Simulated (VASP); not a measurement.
# Ta7N8 (a cell with a defect) in VASP: single point with PBE

Aim: the single point of Ta7N8 (a cell with a defect) with PBE.

Everything below comes from runs of VASP 6.6.1. Logs are shortened: lines on timing, memory, paths and dates and some standing lists are left out, and cuts for length are marked.

### Step 1. The cell of the first run

The cell holds a defect, 15 atoms: a = 6.096 Å, b = 5.279 Å, c = 4.918 Å, α = 90.00°, β = 90.00°, γ = 90.00°.

### Step 2. Single point, PBE, collinear spin

INCAR

```
SYSTEM = Ta7N8
PREC     = Accurate       ! precision mode
ENCUT    = 520            ! plane-wave cutoff, eV
EDIFF    = 1E-6           ! SCF threshold, eV
ISMEAR   = 0              ! smearing method
SIGMA    = 0.02           ! smearing width, eV
LREAL    = Auto         
LASPH    = .TRUE.         ! aspherical terms in the spheres
NELM     = 150            ! most SCF steps
ALGO     = Normal         ! electronic algorithm
ISIF     = 2              ! what is computed and relaxed
LWAVE    = .FALSE.        ! write WAVECAR
LCHARG   = .FALSE.        ! write CHGCAR
ISPIN    = 2              ! spin polarisation
MAGMOM   = 0 0 1 0 0 0 0 0 0 0 0 0 0 0 0 ! initial moments
LORBIT   = 11             ! projections on sites
LMAXMIX  = 4              ! l up to which the mixer works
GGA      = PE             ! functional
NBANDS   = 76             ! bands
```

KPOINTS

```
Automatic mesh
0
G
  2 2 2
  0 0 0
```

POSCAR

```
Ta7N8
1.0
   -3.0479998435     -5.2792910904      0.0000000000
    4.5719999217     -2.6396451356      0.0000000000
    0.0000000000      0.0000000000      4.9180000000
Ta N
7 8
Direct
    0.7164960866      0.5000000000      0.0000000000
    0.7629516300      0.5000000000      0.5000000000
    0.5000000000      0.0000000000      0.0000000000
    0.2835039134      0.5000000000      0.0000000000
    0.2370483700      0.5000000000      0.5000000000
    0.0000000000      0.0000000000      0.0000000000
    0.0000000000      0.0000000000      0.5000000000
    0.5000000000      0.3137531408      0.2761931405
    0.5000000000      0.6862468592      0.7238068595
    0.2469179434      0.8310908930      0.2481390902
    0.2469179434      0.1689091070      0.7518609098
    0.0000000000      0.3386671607      0.2328788342
    0.0000000000      0.6613328393      0.7671211658
    0.7530820566      0.8310908930      0.2481390902
    0.7530820566      0.1689091070      0.7518609098
```

Potentials or basis: VASP PAW PBE potentials, release 64 (Ta_pv, N).

Command:

```console
$ cat potpaw_PBE.64/Ta_pv/POTCAR potpaw_PBE.64/N/POTCAR > POTCAR
$ mpirun -np 1 vasp_std > vasp.out
```

OUTCAR:

```text
SYSTEM = Ta7N8
   PREC = Accurate
   ENCUT = 520
   EDIFF = 1E-6
   ISMEAR = 0
   LREAL = Auto
   LASPH = .TRUE.
   NELM = 150
   ISIF = 2
   ISPIN = 2
   LORBIT = 11
   GGA = PE

 ion  position               nearest neighbor table
   1  0.716  0.500  0.000-   9 2.13   8 2.13  15 2.14  14 2.14  12 2.24  13 2.24   2 2.48   2 2.48
                             4 2.64   3 2.95   3 2.95   6 3.16   6 3.16   4 3.46
   2  0.763  0.500  0.500-  12 2.13  13 2.13  14 2.14  15 2.14   9 2.18   8 2.18   1 2.48   1 2.48
                             5 2.89   7 3.01   7 3.01   5 3.21
   3  0.500  0.000  0.000-   8 2.14   9 2.14  11 2.16  14 2.16  10 2.16  15 2.16   4 2.95   1 2.95
                             1 2.95   4 2.95   6 3.05   6 3.05
   4  0.284  0.500  0.000-   8 2.13   9 2.13  10 2.14  11 2.14  13 2.24  12 2.24   5 2.48   5 2.48
                             1 2.64   3 2.95   3 2.95   6 3.16   6 3.16   1 3.46
   5  0.237  0.500  0.500-  13 2.13  12 2.13  11 2.14  10 2.14   8 2.18   9 2.18   4 2.48   4 2.48
                             2 2.89   7 3.01   7 3.01   2 3.21
   6  0.000  0.000  0.000-  12 2.12  13 2.12  10 2.13  15 2.13  14 2.13  11 2.13   7 2.46   7 2.46
                             3 3.05   3 3.05   4 3.16   1 3.16   4 3.16   1 3.16
   7  0.000  0.000  0.500-  10 2.14  15 2.14  14 2.14  11 2.14  12 2.22  13 2.22   6 2.46   6 2.46
                             2 3.01   5 3.01   2 3.01   5 3.01
   8  0.500  0.314  0.276-   4 2.13   1 2.13   3 2.14   5 2.18   2 2.18
   9  0.500  0.686  0.724-   1 2.13   4 2.13   3 2.14   2 2.18   5 2.18
  10  0.247  0.831  0.248-   6 2.13   5 2.14   4 2.14   7 2.14   3 2.16
  11  0.247  0.169  0.752-   6 2.13   5 2.14   4 2.14   7 2.14   3 2.16
  12  0.000  0.339  0.233-   6 2.12   2 2.13   5 2.13   7 2.22   1 2.24   4 2.24
  13  0.000  0.661  0.767-   6 2.12   5 2.13   2 2.13   7 2.22   4 2.24   1 2.24
  14  0.753  0.831  0.248-   6 2.13   2 2.14   1 2.14   7 2.14   3 2.16
  15  0.753  0.169  0.752-   6 2.13   2 2.14   1 2.14   7 2.14   3 2.16

  LATTYP: Found a simple orthorhombic cell.
 ALAT       =     4.9180000000
 B/A-ratio  =     1.0734629211
 C/A-ratio  =     1.2395282879

  Lattice vectors:

 A1 = (   0.0000000000,   0.0000000000,  -4.9180000000)
 A2 = (   4.5719999217,  -2.6396451356,   0.0000000000)
 A3 = (  -3.0479998435,  -5.2792910904,   0.0000000000)

Analysis of symmetry for initial positions (statically):
=====================================================================
 Subroutine PRICEL returns:
 Original cell was already a primitive cell.

 Routine SETGRP: Setting up the symmetry group for a
 simple orthorhombic supercell.
[... 793 lines left out ...]
      3     -28.3134      1.00000
      4     -27.8296      1.00000
      5     -27.7878      1.00000
      6     -27.5312      1.00000
[... 573 lines left out ...]
     69      11.2738      0.00000
     70      11.3711      0.00000
 [bands above 70 left out]

------------------------ aborting loop because EDIFF is reached ----------------------------------------

  FORCE on cell =-STRESS in cart. coord.  units (eV):
  Direction    XX          YY          ZZ          XY          YZ          ZX
  --------------------------------------------------------------------------------------
  -------------------------------------------------------------------------------------
  Total       15.2628400     17.7583129     79.0465733      2.1611426      0.1819027     -0.3150628
  in kB      154.5029832    179.7642071    800.1742407     21.8768574      1.8413681     -3.1893238
  external PRESSURE =     378.1471437 kB  Pullay stress =       0.0000000 kB

 VOLUME and BASIS-vectors are now :
 -----------------------------------------------------------------------------
  energy-cutoff  :      520.00
  volume of cell :      158.27
      direct lattice vectors                 reciprocal lattice vectors
    -3.047999843 -5.279291090  0.000000000    -0.082020990 -0.142064535  0.000000000
     4.571999922 -2.639645136  0.000000000     0.164042005 -0.094709687  0.000000000
     0.000000000  0.000000000  4.918000000     0.000000000  0.000000000  0.203334689

 POSITION                                       TOTAL-FORCE (eV/Angst)
 -----------------------------------------------------------------------------------
      0.10212     -5.10241      0.00000         0.010326      0.017885     -0.000000
     -0.03948     -5.34767      2.45900        -0.011684     -0.020237     -0.000000
     -1.52400     -2.63965      0.00000        -0.000000     -0.000000     -0.000000
      1.42188     -2.81652      0.00000        -0.010326     -0.017885     -0.000000
      1.56348     -2.57127      2.45900         0.011684      0.020237     -0.000000
      0.00000      0.00000      0.00000        -0.000000     -0.000000     -0.000000
      0.00000      0.00000      2.45900        -0.000000     -0.000000     -0.000000
     -0.08952     -3.46784      1.35832        -0.037566      0.021689      0.052097
      1.61352     -4.45109      3.55968         0.037566     -0.021689     -0.052097
      3.04714     -3.49734      1.22035        -0.004877     -0.047711      0.026793
      0.01965     -1.74941      3.69765        -0.038881     -0.028079     -0.026793
      1.54839     -0.89396      1.14530        -0.000252      0.000146      0.000101
      3.02361     -1.74568      3.77270         0.000252     -0.000146     -0.000101
      1.50435     -6.16952      1.22035         0.038881      0.028079      0.026793
     -1.52314     -4.42160      3.69765         0.004877      0.047711     -0.026793
 -----------------------------------------------------------------------------------
    total drift:                               -0.000000     -0.000000      0.000000

  FREE ENERGIE OF THE ION-ELECTRON SYSTEM (eV)
  ---------------------------------------------------
  free  energy   TOTEN  =      -156.3600140760 eV

  energy  without entropy=     -156.3590586471  energy(sigma->0) =     -156.35953636

 total charge

# of ion       s       p       d       tot
------------------------------------------
    1        0.339   6.304   2.712   9.354
    2        0.331   6.305   2.599   9.235
    3        0.313   6.270   2.370   8.952
    4        0.339   6.304   2.712   9.354
    5        0.331   6.305   2.599   9.235
    6        0.352   6.338   2.568   9.258
    7        0.326   6.290   2.622   9.239
    8        1.249   2.511   0.000   3.760
    9        1.249   2.511   0.000   3.760
   10        1.248   2.532   0.000   3.780
   11        1.248   2.532   0.000   3.780
   12        1.239   2.557   0.000   3.796
   13        1.239   2.557   0.000   3.796
   14        1.248   2.532   0.000   3.780
   15        1.248   2.532   0.000   3.780
--------------------------------------------------
tot         12.299  64.379  18.182  94.860

 magnetization (x)

# of ion       s       p       d       tot
------------------------------------------
    1       -0.000  -0.000  -0.000  -0.000
    2       -0.000  -0.000  -0.000  -0.000
    3       -0.000  -0.000  -0.000  -0.000
    4       -0.000  -0.000  -0.000  -0.000
    5       -0.000  -0.000  -0.000  -0.000
    6       -0.000  -0.000  -0.000  -0.000
    7       -0.000  -0.000  -0.000  -0.000
    8        0.000   0.000   0.000   0.000
    9        0.000   0.000   0.000   0.000
   10        0.000   0.000   0.000   0.000
   11        0.000   0.000   0.000   0.000
   12       -0.000   0.000   0.000   0.000
   13       -0.000   0.000   0.000   0.000
   14        0.000   0.000   0.000   0.000
   15        0.000   0.000   0.000   0.000
--------------------------------------------------
tot         -0.000   0.000  -0.000  -0.000
```

OSZICAR:

```text
N       E                     dE             d eps       ncg     rms          rms(c)
DAV:   1     0.123455653019E+04    0.12346E+04   -0.63014E+04  2432   0.163E+03
DAV:   2    -0.680867059414E+02   -0.13026E+04   -0.12478E+04  2692   0.498E+02
DAV:   3    -0.175482968170E+03   -0.10740E+03   -0.10494E+03  2908   0.135E+02
DAV:   4    -0.178390130636E+03   -0.29072E+01   -0.28765E+01  2920   0.220E+01
DAV:   5    -0.178462776305E+03   -0.72646E-01   -0.72493E-01  3064   0.293E+00    0.752E+01
DAV:   6    -0.157503914605E+03    0.20959E+02   -0.12731E+02  3024   0.400E+01    0.344E+01
DAV:   7    -0.156719411423E+03    0.78450E+00   -0.10586E+01  2948   0.139E+01    0.201E+01
DAV:   8    -0.156625145625E+03    0.94266E-01   -0.34051E+00  2944   0.958E+00    0.414E+00
DAV:   9    -0.156362410773E+03    0.26273E+00   -0.12252E+00  2960   0.482E+00    0.871E-01
DAV:  10    -0.156360507867E+03    0.19029E-02   -0.83583E-02  2936   0.128E+00    0.600E-01
DAV:  11    -0.156359969871E+03    0.53800E-03   -0.64694E-03  3032   0.418E-01    0.321E-01
DAV:  12    -0.156360055548E+03   -0.85677E-04   -0.24176E-03  2936   0.260E-01    0.955E-02
DAV:  13    -0.156360008077E+03    0.47471E-04   -0.58330E-04  2960   0.134E-01    0.357E-02
DAV:  14    -0.156360009082E+03   -0.10054E-05   -0.46361E-05  2968   0.351E-02    0.229E-02
DAV:  15    -0.156360013319E+03   -0.42361E-05   -0.10639E-05  2776   0.152E-02    0.696E-03
DAV:  16    -0.156360014076E+03   -0.75750E-06   -0.15674E-06  1960   0.546E-03
   1 F= -.15636001E+03 E0= -.15635954E+03  d E =-.955429E-03  mag=    -0.0000
```

Run time: 9.3 min. Hardware: 1 thread of Oxide Virtual Turin-like, shared host; peak memory 0.36 GiB.

What came out:

* Free energy: -156.3600 eV
* Pressure: 37.8 GPa
* Largest force: 0.068 eV/Å
* Net moment: 0.00 μB per cell
* Valence electrons inside the program's atomic spheres: Ta 9.35, 9.23, 8.95, 9.26, 9.24 (each value once); N 3.76, 3.78, 3.80 (each value once)

Forces on the atoms (eV/Å):
```
Ta   0.010  0.018  0.000
Ta  -0.012 -0.020  0.000
Ta   0.000  0.000  0.000
Ta  -0.010 -0.018  0.000
Ta   0.012  0.020  0.000
Ta   0.000  0.000  0.000
Ta   0.000  0.000  0.000
N   -0.038  0.022  0.052
N    0.038 -0.022 -0.052
N   -0.005 -0.048  0.027
N   -0.039 -0.028 -0.027
N    0.000  0.000  0.000
N    0.000  0.000  0.000
N    0.039  0.028  0.027
N    0.005  0.048 -0.027
```

Stress tensor (GPa, compression positive):
```
15.45  2.19 -0.32
 2.19 17.98  0.18
-0.32  0.18 80.02
```

Caveat: the k points lie up to 0.64 Å⁻¹ apart.
